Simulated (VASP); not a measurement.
# C (P-1) in VASP: relaxation of the atoms with PBE

Aim: the relaxation of the atoms of C with PBE.

Program: VASP 6.6.1. These are calculated values, not measurements. Logs are shortened: lines on timing, memory, paths and dates and some standing lists are left out, and cuts for length are marked.

## 1. The cell of the first run

The typed cell holds 2 atoms: a = 3.640 Å, b = 3.630 Å, c = 3.635 Å, α = 39.16°, β = 39.82°, γ = 39.49°.

## 2. Relaxation of the atoms, PBE

Contents of INCAR:

```
ALGO     = Normal         # electronic algorithm
EDIFF    = 1E-7           # SCF threshold, eV
EDIFFG   = -0.01          # ionic threshold
ENCUT    = 520            # plane-wave cutoff, eV
GGA      = PE             # functional
IBRION   = 2              # ionic algorithm
ISIF     = 2              # what is computed and relaxed
ISMEAR   = -1             # smearing method
KPAR     = 4            
LASPH    = T              # aspherical terms in the spheres
LCHARG   = F              # write CHGCAR
LREAL    = F              # projectors in reciprocal space
LWAVE    = F              # write WAVECAR
NELM     = 100            # most SCF steps
NSW      = 60             # ionic steps
PREC     = Accurate       # precision mode
SIGMA    = 0.05           # smearing width, eV
```

Contents of KPOINTS:

```
k-points
0
Gamma
  13 13 13
```

Contents of POSCAR:

```
C
1.0
    1.2351163634      0.7212816035      3.3470108400
   -1.2209363366      0.6967210765      3.3470108400
   -0.0141800268     -1.4180026800      3.3470108400
C
2
Direct
    0.1612394700      0.1359739000      0.2313502200
    0.8387605300      0.8640261000      0.7686497800
```

Potentials or basis: VASP PAW PBE potentials, release 64 (C).

Run with:

```console
cat potpaw_PBE.64/C/POTCAR > POTCAR
mpirun -np 4 vasp_std > vasp.out
```

OUTCAR:

```text
EDIFF = 1E-7
   EDIFFG = -0.01
   ENCUT = 520
   GGA = PE
   IBRION = 2
   ISIF = 2
   ISMEAR = -1
   LASPH = T
   LREAL = F
   NELM = 100
   NSW = 60
   PREC = Accurate

 ion  position               nearest neighbor table
   1  0.161  0.136  0.231-   2 1.20   2 1.53   2 1.59
   2  0.839  0.864  0.769-   1 1.20   1 1.53   1 1.59

  LATTYP: Found a triclinic cell.
 ALAT       =     2.4561754996
 B/A-ratio  =     1.0086222128
 C/A-ratio  =     1.4780020450
 COS(alpha) =     0.0038725103
 COS(beta)  =     0.3343886271
 COS(gamma) =     0.5128964736

  Lattice vectors:

 A1 = (  -2.4560527000,  -0.0245605270,   0.0000000000)
 A2 = (  -1.2492963902,  -2.1392842835,   0.0000000000)
 A3 = (  -1.2209363366,   0.6967210765,   3.3470108400)

Analysis of symmetry for initial positions (statically):
=====================================================================
 Subroutine PRICEL returns:
 Original cell was already a primitive cell.

 Routine SETGRP: Setting up the symmetry group for a
 triclinic supercell.

 Subroutine GETGRP returns: Found  2 space group operations
 (whereof  2 operations were pure point group operations)
 out of a pool of  2 trial point group operations.

The static configuration has the point symmetry S_2 .

Analysis of symmetry for dynamics (positions and initial velocities):
=====================================================================
 Subroutine PRICEL returns:
 Original cell was already a primitive cell.

 Routine SETGRP: Setting up the symmetry group for a
 triclinic supercell.

 Subroutine GETGRP returns: Found  2 space group operations
 (whereof  2 operations were pure point group operations)
 out of a pool of  2 trial point group operations.

The dynamic configuration has the point symmetry S_2 .

 Subroutine INISYM returns: Found  2 space group operations
 (whereof  2 operations are pure point group operations),
 and found     1 'primitive' translations

----------------------------------------------------------------------------------------

                                     Primitive cell

  volume of cell :      17.4831

  direct lattice vectors                    reciprocal lattice vectors
     1.235116363  0.721281604  3.347010840     0.404847148  0.231023957  0.099591352
    -1.220936337  0.696721077  3.347010840    -0.409549066  0.239167919  0.099591352
    -0.014180027 -1.418002680  3.347010840     0.004701919 -0.470191876  0.099591352
[... 103 lines left out ...]
     AMIX     =   0.40;   BMIX     =  1.00
     AMIX_MAG =   1.60;   BMIX_MAG =  1.00
  volume/ion in A,a.u.               =       8.74        58.99
  Fermi-wavevector in a.u.,A,eV,Ry     =   1.261532  2.383950 21.653168  1.591463
  Thomas-Fermi vector in A             =   2.394986
   LORBIT       =      0    0 simple, 1 ext, 2 COOP (PROOUT), +10 PAW based schemes
   GGA     = PE    functional components
   LHFCALC =     F    Hartree Fock is set to
   AEXX    =    0.0000 exact exchange contribution
   IVDW    =     0    specifies the selected vdW correction
   LEPSILON=     F    determine dielectric tensor
   LRPA    =     F    only Hartree local field effects (RPA)
 conjugate gradient relaxation of ions
 non-spin polarized calculation
  energy-cutoff  :      520.00
  volume of cell :       17.48
 maximum number of plane-waves:       482
   NGX = 13   NGY = 13   NGZ = 13

--------------------------------------- Ionic step        1  -------------------------------------------

 number of electron       8.0000000 magnetization

 Free energy of the ion-electron system (eV)
  ---------------------------------------------------
  ext. energy  EPLUGINS =         0.00000000
  ---------------------------------------------------
  free energy    TOTEN  =       -16.40139023 eV

  energy without entropy =      -16.39929424  energy(sigma->0) =      -16.40034223

------------------------ aborting loop because EDIFF is reached ----------------------------------------

  FORCE on cell =-STRESS in cart. coord.  units (eV):
  Direction    XX          YY          ZZ          XY          YZ          ZX
  --------------------------------------------------------------------------------------
  -------------------------------------------------------------------------------------
  Total        0.5821813      9.8796764      0.0468823     -0.0689118      2.9453957     -0.1685699
  in kB       53.3518120    905.3856832      4.2963498     -6.3151647    269.9196780    -15.4479556
  external PRESSURE =     321.0112817 kB  Pullay stress =       0.0000000 kB
[... 59 lines left out ...]
--------------------------------------- Ionic step        3  -------------------------------------------

 number of electron       7.9999999 magnetization

 E-fermi :   3.7888     XC(G=0):  -9.0314

 val. band max:        2.8501799120   @ k =   0.0000   0.0000   0.0000
 cond. band min:       7.8425487416   @ k =  -0.3846  -0.4615   0.4615
 fundamental gap:      4.9923688296
 Fermi energy:         3.7887836947

 k-point     1 :       0.0000    0.0000    0.0000
  band No.  band energies     occupation
      1     -12.6556      2.00000
      2     -11.0926      2.00000
      3     -10.9015      2.00000
      4       2.8502      2.00000
      5       9.2525      0.00000
      6      13.5753      0.00000
      7      18.0152      0.00000
      8      21.1347      0.00000
[... 282 lines left out ...]
  FREE ENERGIE OF THE ION-ELECTRON SYSTEM (eV)
  ---------------------------------------------------
  free  energy   TOTEN  =       171.1920471325 eV

  energy  without entropy=      171.1920471326  energy(sigma->0) =      171.19204713

[... ionic steps 4 to 10 ...]

--------------------------------------- Ionic step       11  -------------------------------------------

 number of electron       8.0000000 magnetization

------------------------ aborting loop because EDIFF is reached ----------------------------------------
[... 67 lines left out ...]
--------------------------------------- Ionic step       13  -------------------------------------------

 number of electron       8.0000000 magnetization

 Free energy of the ion-electron system (eV)
  ---------------------------------------------------
  ext. energy  EPLUGINS =         0.00000000
  ---------------------------------------------------
  free energy    TOTEN  =       -18.40972577 eV

  energy without entropy =      -18.40971827  energy(sigma->0) =      -18.40972202

 E-fermi :   4.8513     XC(G=0): -10.3617

 val. band max:        4.5600122195   @ k =   0.0000  -0.3077   0.3077
 cond. band min:       5.1518361406   @ k =   0.0000  -0.3077   0.3077
 fundamental gap:      0.5918239211
 Fermi energy:         4.8513267123

 k-point     1 :       0.0000    0.0000    0.0000
  band No.  band energies     occupation
      1     -14.9764      2.00000
      2      -1.8456      2.00000
      3       1.6613      2.00000
      4       1.8866      2.00000
      5       9.0299      0.00000
      6      13.0600      0.00000
      7      13.3375      0.00000
      8      16.2525      0.00000
[... 282 lines left out ...]
  FREE ENERGIE OF THE ION-ELECTRON SYSTEM (eV)
  ---------------------------------------------------
  free  energy   TOTEN  =       -18.4097257662 eV

  energy  without entropy=      -18.4097182672  energy(sigma->0) =      -18.40972202

 reached required accuracy - stopping structural energy minimisation
```

OSZICAR:

```text
N       E                     dE             d eps       ncg     rms          rms(c)
DAV:   1     0.802574568468E+01    0.80257E+01   -0.48741E+03 18352   0.915E+02
DAV:   2    -0.177120294133E+02   -0.25738E+02   -0.24489E+02 26376   0.132E+02
[... 109 lines left out ...]
  12 F= -.18409580E+02 E0= -.18409577E+02  d E =0.131576E-03
       N       E                     dE             d eps       ncg     rms          rms(c)
DAV:   1    -0.184097341627E+02   -0.15418E-03   -0.81412E-03 20496   0.869E-01    0.219E-02
DAV:   2    -0.184097291742E+02    0.49885E-05   -0.53058E-05 24288   0.815E-02    0.121E-02
DAV:   3    -0.184097257280E+02    0.34462E-05   -0.12481E-05 26608   0.342E-02    0.118E-03
DAV:   4    -0.184097257662E+02   -0.38238E-07   -0.60553E-07 20032   0.814E-03
  13 F= -.18409726E+02 E0= -.18409722E+02  d E =-.142089E-04
```

Wall time 12 min (4 MPI ranks of Oxide Virtual Turin-like, shared host); peak memory 0.23 GiB.

What came out:

```yaml
Free_energy: -18.4097 eV
Pressure_after_relaxing: 5.1 GPa
```

Final structure:
```cif
data_structure
_symmetry_space_group_name_H-M 'P 1'
_symmetry_Int_Tables_number 1
_cell_length_a 3.6398
_cell_length_b 3.6302
_cell_length_c 3.6350
_cell_angle_alpha 39.161
_cell_angle_beta 39.819
_cell_angle_gamma 39.491
_cell_volume 17.48
loop_
_atom_site_label
_atom_site_type_symbol
_atom_site_fract_x
_atom_site_fract_y
_atom_site_fract_z
_atom_site_occupancy
C1 C 0.33245 0.33432 0.83334 1
C2 C 0.66755 0.66568 0.16666 1
```

Caveat: this functional lacks dispersion, which binds layers or chains, so the pressure and a relaxed spacing across them are unreliable.
